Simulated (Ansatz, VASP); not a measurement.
**CaO: VASP beside Ansatz**

```
CELL_PARAMETERS angstrom
4.21420 0.00000 0.00000
-2.10710 3.64960 0.00000
0.00000 0.00000 4.29352
ATOMIC_POSITIONS crystal
Ca 0.33333 0.66667 0.75000
Ca 0.66667 0.33333 0.25000
O 0.33333 0.66667 0.25000
O 0.66667 0.33333 0.75000
```

Alike in both runs: task single point; functional LDA; k mesh 9 × 9 × 6; occupations gaussian, width 0.05 eV; no spin polarisation.

```csv
,VASP,Ansatz
version,VASP 6.6.1,Ansatz 0.2.0
potentials or method,"VASP PAW LDA potentials, release 64 (Ca_sv, O), cutoff 520 eV","scalar-relativistic, plane waves, PAW"
valence electrons in the cell,32,32
```

|  | VASP | Ansatz | Ansatz less VASP |
| --- | --- | --- | --- |
| gap on the k mesh at the Fermi level (eV) | 2.12 | 2.15 | +0.027 |
| least direct gap on the mesh (eV) | 2.12 | 2.15 | +0.027 |
| pressure (GPa) | 2.2 | 1.4 | -0.78 |
| traceless stress, the component that is largest in VASP (GPa) | 20.01 | 19.08 | -0.928 |

LDA's correlation is that of Perdew and Zunger in VASP and of Perdew and Wang (1992) in Ansatz.
